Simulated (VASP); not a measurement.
# La (Im-3m) in VASP: further runs

The runs below take La through single point, with PBEsol.

Program: VASP 6.6.1. These are calculated values, not measurements. Logs are shortened: lines on timing, memory, paths and dates and some standing lists are left out, and cuts for length are marked.

**1. The cell of the first run**

The structure is cubic, space group Im-3m (No. 229). The conventional cell has a = 3.903 Å, b = 3.903 Å, c = 3.903 Å, α = 90.00°, β = 90.00°, γ = 90.00°. Within 4.4 Å of La (site symmetry m-3m) lie 14 La at 3.38 to 3.90 Å.

This isn't the form of La at room conditions, which is double hcp.

**2. Single point, PBEsol**

Input file INCAR:

```
PREC = Accurate
ENCUT = 500
EDIFF = 1E-6
ISMEAR = 1
SIGMA = 0.1
LREAL = F
LASPH = T
NELM = 200
ALGO = Normal
ISIF = 2
LWAVE = F
LCHARG = F
GGA = PS
NBANDS = 12
GGA_COMPAT = F
LMAXMIX = 6
```

Input file KPOINTS:

```
Automatic mesh
0
Gamma
  6 6 6
```

Input file POSCAR:

```
La
1.0
   -1.9513106191      1.9513106191      1.9513106191
    1.9513106191     -1.9513106191      1.9513106191
    1.9513106191      1.9513106191     -1.9513106191
La
1
Direct
    0.0000000000      0.0000000000      0.0000000000
```

Potentials or basis: VASP PAW PBE potentials, release 64 (La).

On the command line:

```bash
cat potpaw_PBE.64/La/POTCAR > POTCAR
mpirun -np 1 vasp_std > vasp.out
```

OUTCAR:

```text
PREC = Accurate
   ENCUT = 500
   EDIFF = 1E-6
   ISMEAR = 1
   LREAL = F
   LASPH = T
   NELM = 200
   ISIF = 2
   GGA = PS

 ion  position               nearest neighbor table
   1  0.000  0.000  0.000-

  LATTYP: Found a body centered cubic cell.
 ALAT       =     3.9026212382

  Lattice vectors:

 A1 = (  -1.9513106191,   1.9513106191,   1.9513106191)
 A2 = (   1.9513106191,  -1.9513106191,   1.9513106191)
 A3 = (   1.9513106191,   1.9513106191,  -1.9513106191)

Analysis of symmetry for initial positions (statically):
=====================================================================
 Subroutine PRICEL returns:
 Original cell was already a primitive cell.

 Routine SETGRP: Setting up the symmetry group for a
 body centered cubic supercell.

 Subroutine GETGRP returns: Found 48 space group operations
 (whereof 48 operations were pure point group operations)
 out of a pool of 48 trial point group operations.

The static configuration has the point symmetry O_h .

Analysis of symmetry for dynamics (positions and initial velocities):
=====================================================================
 Subroutine PRICEL returns:
 Original cell was already a primitive cell.

 Routine SETGRP: Setting up the symmetry group for a
 body centered cubic supercell.

 Subroutine GETGRP returns: Found 48 space group operations
 (whereof 48 operations were pure point group operations)
 out of a pool of 48 trial point group operations.

The dynamic configuration has the point symmetry O_h .

 Subroutine INISYM returns: Found 48 space group operations
 (whereof 48 operations are pure point group operations),
 and found     1 'primitive' translations

----------------------------------------------------------------------------------------

                                     Primitive cell

  volume of cell :      29.7193

  direct lattice vectors                    reciprocal lattice vectors
    -1.951310619  1.951310619  1.951310619     0.000000000  0.256238036  0.256238036
     1.951310619 -1.951310619  1.951310619     0.256238036  0.000000000  0.256238036
     1.951310619  1.951310619 -1.951310619     0.256238036  0.256238036  0.000000000

  length of vectors
     3.379769134  3.379769134  3.379769134     0.362375305  0.362375305  0.362375305

  position of ions in fractional coordinates (direct lattice)
     0.000000000  0.000000000  0.000000000

  ion indices of the primitive-cell ions
   primitive index   ion index
                 1           1

----------------------------------------------------------------------------------------

 KPOINTS: Automatic mesh

Automatic generation of k-mesh.
 Grid dimensions read from file:
 generate k-points for:    6    6    6

 Generating k-lattice:

  Cartesian coordinates                     Fractional coordinates (reciprocal lattice)
     0.000000000  0.042706339  0.042706339     0.166666667  0.000000000  0.000000000
     0.042706339  0.000000000  0.042706339     0.000000000  0.166666667  0.000000000
     0.042706339  0.042706339  0.000000000     0.000000000  0.000000000  0.166666667

  Length of vectors
     0.060395884  0.060395884  0.060395884

  Shift w.r.t. Gamma in fractional coordinates (k-lattice)
     0.000000000  0.000000000  0.000000000

 Subroutine IBZKPT returns following result:
 ===========================================

 Found     16 irreducible k-points:

 Following reciprocal coordinates:
            Coordinates               Weight
  0.000000  0.000000  0.000000      1.000000
  0.166667  0.000000  0.000000     12.000000
  0.333333  0.000000  0.000000     12.000000
  0.500000  0.000000  0.000000      6.000000
  0.166667  0.166667  0.000000     24.000000
  0.333333  0.166667  0.000000     48.000000
[... 8 lines left out ...]
  0.500000  0.500000  0.333333     12.000000
  0.500000  0.500000  0.500000      1.000000
   k-points           NKPTS =     16   k-points in BZ     NKDIM =     16   number of bands    NBANDS=     12
   number of dos      NEDOS =    301   number of ions     NIONS =      1
   total plane-waves  NPLWV =  21952
   dimension x,y,z NGX =    28 NGY =   28 NGZ =   28
   dimension x,y,z NGXF=    56 NGYF=   56 NGZF=   56
   ions per type =               1
   NGX,Y,Z   is equivalent  to a cutoff of  13.77, 13.77, 13.77 a.u.
   NGXF,Y,Z  is equivalent  to a cutoff of  27.55, 27.55, 27.55 a.u.
 SYSTEM =  unknown system
   PREC   = accura    normal or accurate (medium, high low for compatibility)
   ISTART =      0    job   : 0-new  1-cont  2-samecut
   ICHARG =      2    charge: 1-file 2-atom 10-const
   ISPIN  =      1    spin polarized calculation?
   LNONCOLLINEAR =      F non collinear calculations
   LSORBIT =      F    spin-orbit coupling
   LASPH  =      T    aspherical Exc in radial PAW
   ENCUT  =  500.0 eV  36.75 Ry    6.06 a.u.   6.16  6.16  6.16*2*pi/ulx,y,z
   NELM   =    200;   NELMIN=  2; NELMDL= -5     # of ELM steps
   EDIFF  = 0.1E-05   stopping-criterion for ELM
   LREAL  =      F    real-space projection
   EDIFFG = 0.1E-04   stopping-criterion for IOM
   NSW    =      0    number of steps for IOM
   IBRION =     -1    ionic relax: 0-MD 1-quasi-New 2-CG
   NFREE  =      0    steps in history (QN), initial steepest desc. (CG)
   ISIF   =      2    stress and relaxation
   ISYM   =      2    0-nonsym 1-usesym 2-fastsym
   POTIM  = 0.5000    time-step for ionic-motion
   TEBEG  =    0.0;   TEEND  =   0.0 temperature during run
   PSTRESS=    0.0 pullay stress
   NELECT =      11.0000    total number of electrons
   NUPDOWN=      -1.0000    fix difference up-down
   EMIN   =  10.00;   EMAX   =-10.00  energy-range for DOS
   EFERMI =   0.00;   METHOD = LEGACY
   ISMEAR =     1;   SIGMA  =   0.10  broadening in eV -4-tet -1-fermi 0-gaus
   EFERMI_NEDOS =   21; number of points for ismear=-14 and -15
   IALGO  =     38    algorithm
   IMIX   =      4    mixing-type and parameters
     AMIX     =   0.40;   BMIX     =  1.00
     AMIX_MAG =   1.60;   BMIX_MAG =  1.00
  volume/ion in A,a.u.               =      29.72       200.56
  Fermi-wavevector in a.u.,A,eV,Ry     =   1.175419  2.221220 18.797938  1.381609
  Thomas-Fermi vector in A             =   2.311800
   LORBIT       =      0    0 simple, 1 ext, 2 COOP (PROOUT), +10 PAW based schemes
   GGA     = PS    functional components
   LHFCALC =     F    Hartree Fock is set to
   AEXX    =    0.0000 exact exchange contribution
   IVDW    =     0    specifies the selected vdW correction
   LEPSILON=     F    determine dielectric tensor
   LRPA    =     F    only Hartree local field effects (RPA)
 non-spin polarized calculation
 Methfessel and Paxton  Order N= 1 SIGMA  =   0.10
  energy-cutoff  :      500.00
  volume of cell :       29.72
 maximum number of plane-waves:       767
 NGX is ok and might be reduce to    28
   NGX = 13   NGY = 13   NGZ = 13

 number of electron      10.9999999 magnetization

 Free energy of the ion-electron system (eV)
  ---------------------------------------------------
  ext. energy  EPLUGINS =         0.00000000
  ---------------------------------------------------
  free energy    TOTEN  =        -5.08496998 eV

  energy without entropy =       -5.08522346  energy(sigma->0) =       -5.08505447

 E-fermi :  10.0255     XC(G=0): -10.6320

 val. band max:       10.0079845801   @ k =   0.3333   0.1667   0.1667
 cond. band min:      10.0293261820   @ k =   0.1667   0.1667   0.1667
 fundamental gap:      0.0213416019
 Fermi energy:        10.0254793397

 k-point     1 :       0.0000    0.0000    0.0000
  band No.  band energies     occupation
      1     -22.6331      2.00000
      2      -4.9168      2.00000
      3      -4.9168      2.00000
      4      -4.9168      2.00000
      5       7.1463      2.00000
      6      11.7322     -0.00000
      7      11.7322     -0.00000
      8      11.7322     -0.00000
      9      11.7947     -0.00000
     10      11.7947     -0.00000
     11      11.7947     -0.00000
     12      12.9770      0.00000

 k-point     2 :       0.1667    0.0000    0.0000
  band No.  band energies     occupation
      1     -22.5178      2.00000
      2      -5.6509      2.00000
      3      -5.1285      2.00000
      4      -4.9309      2.00000
      5       8.1370      2.00000
      6      10.7558     -0.00000
      7      10.8273     -0.00000
      8      11.7491     -0.00000
      9      12.0928      0.00000
     10      12.3679      0.00000
     11      12.4358      0.00000
     12      12.8708      0.00000

 k-point     3 :       0.3333    0.0000    0.0000
  band No.  band energies     occupation
      1     -22.2748      2.00000
      2      -6.9064      2.00000
      3      -5.5196      2.00000
      4      -4.9607      2.00000
      5       8.2709      2.00000
      6       9.8902      2.06670
      7      11.6906     -0.00000
      8      11.7693     -0.00000
      9      12.3470      0.00000
     10      12.6114      0.00000
     11      12.7212      0.00000
     12      12.8574      0.00000
[... 166 lines left out ...]
 k-point    15 :       0.5000    0.5000    0.3333
  band No.  band energies     occupation
      1     -21.9037      2.00000
      2      -6.8440      2.00000
      3      -6.4012      2.00000
      4      -6.2414      2.00000
      5       7.9996      2.00000
      6       8.4169      2.00000
      7      11.8820     -0.00000
      8      11.9533     -0.00000
      9      12.2974      0.00000
     10      12.4756      0.00000
     11      13.0031      0.00000
     12      13.0423      0.00000

 k-point    16 :       0.5000    0.5000    0.5000
  band No.  band energies     occupation
      1     -21.8191      2.00000
      2      -6.6079      2.00000
      3      -6.6079      2.00000
      4      -6.6079      2.00000
      5       7.4115      2.00000
      6       7.4115      2.00000
      7      12.0659      0.00000
      8      12.3808      0.00000
      9      12.3808      0.00000
     10      12.3808      0.00000
     11      13.0831      0.00000
     12      13.0831      0.00000

------------------------ aborting loop because EDIFF is reached ----------------------------------------

  FORCE on cell =-STRESS in cart. coord.  units (eV):
  Direction    XX          YY          ZZ          XY          YZ          ZX
  --------------------------------------------------------------------------------------
  -------------------------------------------------------------------------------------
  Total        0.9938138      0.9938138      0.9938138     -0.0000000     -0.0000000     -0.0000000
  in kB       53.5767542     53.5767542     53.5767542     -0.0000000     -0.0000000     -0.0000000
  external PRESSURE =      53.5767542 kB  Pullay stress =       0.0000000 kB

 VOLUME and BASIS-vectors are now :
 -----------------------------------------------------------------------------
  energy-cutoff  :      500.00
  volume of cell :       29.72
      direct lattice vectors                 reciprocal lattice vectors
    -1.951310619  1.951310619  1.951310619     0.000000000  0.256238036  0.256238036
     1.951310619 -1.951310619  1.951310619     0.256238036  0.000000000  0.256238036
     1.951310619  1.951310619 -1.951310619     0.256238036  0.256238036  0.000000000

 POSITION                                       TOTAL-FORCE (eV/Angst)
 -----------------------------------------------------------------------------------
      0.00000      0.00000      0.00000         0.000000     -0.000000      0.000000
 -----------------------------------------------------------------------------------
    total drift:                                0.000000      0.000000      0.000000

  FREE ENERGIE OF THE ION-ELECTRON SYSTEM (eV)
  ---------------------------------------------------
  free  energy   TOTEN  =        -5.0849699768 eV

  energy  without entropy=       -5.0852234550  energy(sigma->0) =       -5.08505447
```

Run time: 15 s. Hardware: 1 thread of AMD EPYC 7R13 (Zen 3), shared host; peak memory 0.13 GiB.

Results:

- Free energy: -5.0850 eV
- Pressure: 5.4 GPa
- Band gap on the k mesh: zero (an odd number of electrons rules out a gap without spin polarisation)

Caveat: the k points lie up to 0.38 Å⁻¹ apart, too coarse for converged energies and pressures of a metal; the PAW data sets were made with another functional, which shifts forces and pressure a little; spin-orbit coupling is left out, which moves the levels of the heavy elements.

**3. Single point, PBEsol**

This run uses another cell than the first one, of 35.82 Å³/atom.

Input file INCAR:

```
ALGO = Normal ; EDIFF = 1E-6
ENCUT = 500 ; GGA = PS
GGA_COMPAT = F ; ISIF = 2
ISMEAR = 1 ; LASPH = T
LCHARG = F ; LMAXMIX = 6
LREAL = F ; LWAVE = F
NBANDS = 12 ; NELM = 200
PREC = Accurate ; SIGMA = 0.1
```

Input file KPOINTS:

```
k-points
0
Gamma
  6 6 6
```

Input file POSCAR:

```
La
1.0
   -2.0766833589      2.0766833589      2.0766833589
    2.0766833589     -2.0766833589      2.0766833589
    2.0766833589      2.0766833589     -2.0766833589
La
1
Direct
    0.0000000000      0.0000000000      0.0000000000
```

Potentials or basis: VASP PAW PBE potentials, release 64 (La).

On the command line:

```bash
cat potpaw_PBE.64/La/POTCAR > POTCAR
mpirun -np 1 vasp_std > vasp.out
```

Run time: 12 s. Hardware: 1 thread of AMD EPYC 7R13 (Zen 3), shared host; peak memory 0.13 GiB.

Results (log left out):

```yaml
Free_energy: -5.1677 eV
Pressure: 0.0 GPa
Band_gap_on_the_k_mesh: zero (an odd number of electrons rules out a gap without spin polarisation)
```

Levels at points of the mesh, in eV from the Fermi level:
```tsv
k point	band 1	band 2	band 3	band 4	band 5	band 6	band 7	band 8	band 9	band 10
(0.00, 0.00, 0.00)	-32.80	-15.64	-15.64	-15.64	-3.20	1.53	1.53	1.53	1.59	1.59
(0.50, 0.00, 0.00)	-32.55	-17.18	-16.12	-15.66	-1.86	-0.22	1.60	1.71	1.97	2.27
(0.50, 0.50, 0.50)	-32.39	-16.68	-16.68	-16.68	-1.96	-1.96	1.75	1.93	1.93	1.93
```

Caveat: the PAW data sets were made with another functional, which shifts forces and pressure a little; spin-orbit coupling is left out, which moves the levels of the heavy elements.
